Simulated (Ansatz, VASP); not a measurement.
One calculation of Ir, two programs

File INCAR:

```
  PREC = Accurate
  ENCUT = 520
  EDIFF = 1E-6
  ISMEAR = 0
  SIGMA = 0.15
  LREAL = False
  LASPH = True
  NELM = 80
  ALGO = Fast
  ISIF = 2
  LWAVE = False
  LCHARG = False
  GGA = PS
  NBANDS = 16
```

KPOINTS

```
regular mesh
0
Gamma
  18 18 12
```

POSCAR

```
Ir
1.0
    2.7513778946      0.1547650066      0.0000000000
   -1.2416585200      2.3053806488      0.0000000000
    0.0000000000      0.0000000000      4.4622900000
Ir
2
Direct
    0.6666666667      0.3333333333      0.7500000000
    0.3333333333      0.6666666667      0.2500000000
```

Input for Ansatz:

```yaml
crystal:
  lattice:
    - [2.7513778946, 0.1547650066, 0.0]
    - [-1.24165852, 2.3053806488, 0.0]
    - [0.0, 0.0, 4.46229]
  atoms:
    - { symbol: Ir, position: [0.6666666667, 0.3333333333, 0.75] }
    - { symbol: Ir, position: [0.3333333333, 0.6666666667, 0.25] }
basis:
  ecutwfc: 420
kpoints:
  mp_grid: { grid: [18, 18, 12] }
hamiltonian:
  xc: pbesol
scf:
  occupations: { method: gaussian, width: 0.15 }
output:
  forces: true
  stress: true
  eigenvalues: true
```

Change from the starting cell: strain +0.1125 x Voigt [0, 0, 0, 0, 0, 1], atoms carried along.

Alike in both runs: task single point; functional PBEsol; k mesh 18 × 18 × 12; occupations gaussian, width 0.15 eV; no spin polarisation.

|  | VASP | Ansatz |
| --- | --- | --- |
| version | VASP 6.6.1 | Ansatz 0.2.0 |
| potentials or method | VASP PAW PBE potentials, release 64 (Ir), cutoff 520 eV | scalar-relativistic, plane waves, PAW |
| valence electrons in the cell | 18 | 34 |

VASP gave:

* gap on the k mesh at the Fermi level (eV): none
* pressure (GPa): -7.1
* traceless stress, the component that is largest in VASP (GPa): -21.14
* rms of the force components (eV/Å): 0.102

Q: Estimate Ansatz's values.

A: gap on the k mesh at the Fermi level (eV): none; pressure (GPa): -7.9; traceless stress, the component that is largest in VASP (GPa): -21.11; rms of the force components (eV/Å): 0.097.

VASP's potentials were made for PBE, not for PBEsol. Atom by atom the forces differ by 0.005 eV/Å (rms over components). A gap of «none» marks a metal or a gap that the smearing closes. VASP's potentials hold 18 valence electrons a cell and Ansatz's 34, so a difference there can come from the potentials and not from the codes.

Spin-orbit coupling is off throughout.
